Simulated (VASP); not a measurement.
The system is Se.

```
Se
1.0
     3.13603    0.00000    0.00000
    -1.56802    2.71588    0.00000
     0.00000    0.00000    5.12114
Se
2
Direct
  0.33333 0.66667 0.25000
  0.66667 0.33333 0.75000
```

This isn't the form of Se at room conditions, which is trigonal, of chains.

| Quantity | Value |
| --- | --- |
| Program | VASP 6.6.1 |
| Task | relaxation of cell and atoms |
| Functional | LDA |
| Potentials or basis | VASP PAW LDA potentials, release 64 (Se) |
| Cutoff | 600 eV |
| k mesh | 12 × 12 × 6 |
| Occupations | fermi-dirac, width 0.1 eV |
| Spin | no spin polarisation |

At the start: pressure -8.9 GPa; volume 21.81 Å³/atom.

Question: Where does the relaxation end?

Answer: Over 23 steps the energy falls by 389.7 meV/atom and the volume is 20.63 Å³/atom (-5.4 %); space group P6_3/mmc (No. 194, to 0.1 Å) before and after.

The path:
```csv
step,energy change (eV),largest force (eV/Å),pressure (GPa),volume (Å³)
1,0.0000,0.0000,-8.89,43.62
2,-0.1835,0.0000,4.03,36.41
3,-0.1960,0.0000,0.66,37.68
4,-0.2439,0.0000,1.25,37.43
5,-0.4623,0.0000,5.41,36.46
6,-0.0945,0.0000,30.53,33.38
7,-0.5521,0.0000,10.50,35.63
8,-0.5442,0.0000,13.45,35.24
9,-0.5492,0.0000,13.51,35.29
10,-0.5612,0.0000,13.81,35.43
11,-0.5715,0.0000,14.41,35.67
12,-0.5932,0.0000,13.43,35.93
13,-0.6501,0.0000,10.71,36.71
14,-0.7301,0.0000,5.97,38.31
15,-0.7754,0.0000,-1.23,41.63
16,-0.7772,0.0000,-0.26,41.10
17,-0.7772,0.0000,-0.06,40.98
18,-0.7775,0.0000,-0.04,41.00
19,-0.7782,0.0000,-0.01,41.04
20,-0.7791,0.0000,0.09,41.11
21,-0.7791,0.0000,0.25,41.26
22,-0.7794,0.0000,0.16,41.18
23,-0.7795,0.0000,0.03,41.26
```

Final structure:
```
CELL_PARAMETERS angstrom
3.53286 0.00000 0.00000
-1.76643 3.05954 0.00000
0.00000 0.00000 3.81689
ATOMIC_POSITIONS crystal
Se 0.33333 0.66667 0.25000
Se 0.66667 0.33333 0.75000
```

Caveat: a cell axis changed by over 15 % at a fixed basis, so the end point is rough.
